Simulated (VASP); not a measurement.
Crystal: Ru2W.

```
Ru W
1.0
     0.00000    2.88528    2.88528
     2.88528    0.00000    2.88528
     2.88528    2.88528    0.00000
Ru W
2 1
Direct
  0.25000 0.25000 0.25000
  0.75000 0.75000 0.75000
  0.00000 0.00000 0.00000
```

| Item | Value |
| --- | --- |
| Program | VASP 6.6.1 |
| Task | relaxation of cell and atoms |
| Functional | PBE |
| Potentials or basis | VASP PAW PBE potentials, release 64 (Ru_pv, W_sv) |
| Cutoff | 600 eV |
| k mesh | 6 × 6 × 6 |
| Occupations | gaussian, width 0.1 eV |
| Spin | no spin polarisation |

At the start: pressure 19.1 GPa; volume 16.01 Å³/atom.

Where does the relaxation end?

Over 4 steps the energy falls by 66.7 meV/atom and the volume is 17.22 Å³/atom (+7.5 %); space group Fm-3m (No. 225, to 0.05 Å).

The path:
```csv
step,energy change (eV),largest force (eV/Å),pressure (GPa),volume (Å³)
1,0.0000,0.0000,19.06,48.04
2,0.9476,0.0000,-28.26,62.54
3,-0.1990,0.0000,-1.18,51.91
4,-0.2000,0.0000,-0.11,51.66
```

Final structure:
```yaml
crystal:
  lattice:
    - [0.00000, 2.95596, 2.95596]
    - [2.95596, 0.00000, 2.95596]
    - [2.95596, 2.95596, 0.00000]
  atoms:
    - { symbol: Ru, position: [0.25000, 0.25000, 0.25000] }
    - { symbol: Ru, position: [0.75000, 0.75000, 0.75000] }
    - { symbol: W, position: [0.00000, 0.00000, 0.00000] }
```
